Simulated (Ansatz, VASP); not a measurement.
# C in VASP and in Ansatz

```
CELL_PARAMETERS angstrom
4.04378 -2.46570 0.00000
4.04378 2.46570 0.00000
0.00000 0.00000 4.27515
ATOMIC_POSITIONS crystal
C 0.75000 0.75000 0.83314
C 0.75000 0.75000 0.16686
C 0.25000 0.25000 0.83314
C 0.25000 0.25000 0.16686
C 0.00000 0.50000 0.33314
C 0.00000 0.50000 0.66686
C 0.50000 0.00000 0.33314
C 0.50000 0.00000 0.66686
```

Alike in both runs: functional PBE; k mesh 6 × 6 × 4; occupations gaussian, width 0.1 eV; no spin polarisation.

Ansatz relaxed the structure, and its values are those at the end. VASP's run is a single point on that final structure, the one shown.

```csv
,VASP,Ansatz
version,VASP 6.6.1,Ansatz 0.2.0
potentials or method,"VASP PAW PBE potentials, release 64 (C), cutoff 520 eV","scalar-relativistic, plane waves, PAW"
valence electrons in the cell,32,32
```

Ansatz gave:

```
gap on the k mesh at the Fermi level (eV) : none
pressure (GPa)                            : 0.1
```

Estimate VASP's values.

gap on the k mesh at the Fermi level (eV): none; pressure (GPa): 0.4.

A gap of «none» marks a metal or a gap that the smearing closes.

The k mesh is coarse, so the values compare programs but aren't converged.
